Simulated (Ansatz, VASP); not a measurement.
MgS in VASP and in Ansatz

The input INCAR:

```
  PREC = Accurate
  ENCUT = 600
  EDIFF = 1E-6
  ISMEAR = 0
  SIGMA = 0.02
  LREAL = False
  LASPH = True
  NELM = 120
  ALGO = Normal
  ISIF = 2
  LWAVE = False
  LCHARG = False
  GGA = PS
  NBANDS = 16
  GGA_COMPAT = False
```

The input KPOINTS:

```
regular mesh
0
Gamma
  6 6 6
```

Contents of POSCAR:

```
MgS
1.0
    4.1979968241      0.0000000000      0.0000000000
    0.0000000000      4.1979968241      0.0000000000
    0.0000000000      0.0000000000      5.1762216065
Mg S
2 2
Direct
    0.0000000000      0.0000000000      0.0000000000
    0.5000000000      0.5000000000      0.5000000000
    0.0000000000      0.5000000000      0.2500000000
    0.5000000000      1.0000000000      0.7500000000
```

Input for Ansatz:

```yaml
crystal:
  lattice:
    - [4.1979968241, 0.0, 0.0]
    - [0.0, 4.1979968241, 0.0]
    - [0.0, 0.0, 5.1762216065]
  atoms:
    - { symbol: Mg, position: [0.0, 0.0, 0.0] }
    - { symbol: S, position: [0.0, 0.5, 0.25] }
    - { symbol: Mg, position: [0.5, 0.5, 0.5] }
    - { symbol: S, position: [0.5, 1.0, 0.75] }
basis:
  ecutwfc: 420
kpoints:
  mp_grid: { grid: [6, 6, 6] }
  band_path:
    path:
      - [[0.0, 0.0, 0.0], [0.5, 0.5, 0.0], [0.5, 0.5, 0.5], [0.5, 0.0, 0.5], [0.0, 0.0, 0.0], [0.0, 0.0, 1.0], [0.17112679, 0.0, 1.0]]
      - [[0.82887321, 0.0, 0.0], [0.0, 0.0, 0.0]]
      - [[0.5, 0.5, 0.0], [0.82887321, 0.17112679, 0.0]]
      - [[0.17112679, 0.17112679, 1.0], [0.0, 0.0, 1.0]]
    npoints: 10
hamiltonian:
  xc: pbesol
  pseudopotentials: { kind: paw, azcp: { folder: soft_1 } }
scf:
  occupations: { method: gaussian, width: 0.02 }
  n_extra_bands: 8
output:
  forces: true
  stress: true
  eigenvalues: true
```

Alike in both runs: task single point; functional PBEsol; k mesh 6 × 6 × 6; occupations gaussian, width 0.02 eV; no spin polarisation.

|  | VASP | Ansatz |
| --- | --- | --- |
| version | VASP 6.6.1 | Ansatz 0.2.0 |
| potentials or method | VASP PAW PBE potentials, release 64 (Mg, S), cutoff 600 eV | scalar-relativistic, plane waves, PAW |
| valence electrons in the cell | 16 | 32 |

|  | VASP | Ansatz | Ansatz less VASP |
| --- | --- | --- | --- |
| gap on the k mesh at the Fermi level (eV) | 3.02 | 3.02 | -0.002 |
| least direct gap on the mesh (eV) | 3.02 | 3.02 | -0.002 |
| pressure (GPa) | -1.2 | -1.1 | +0.07 |

VASP's potentials were made for PBE, not for PBEsol, and Ansatz warns of the same on its side. With one functional, cell and mesh, what is left measures potentials, basis and numerics. VASP's potentials hold 16 valence electrons a cell and Ansatz's 32, so a difference there can come from the potentials and not from the codes.
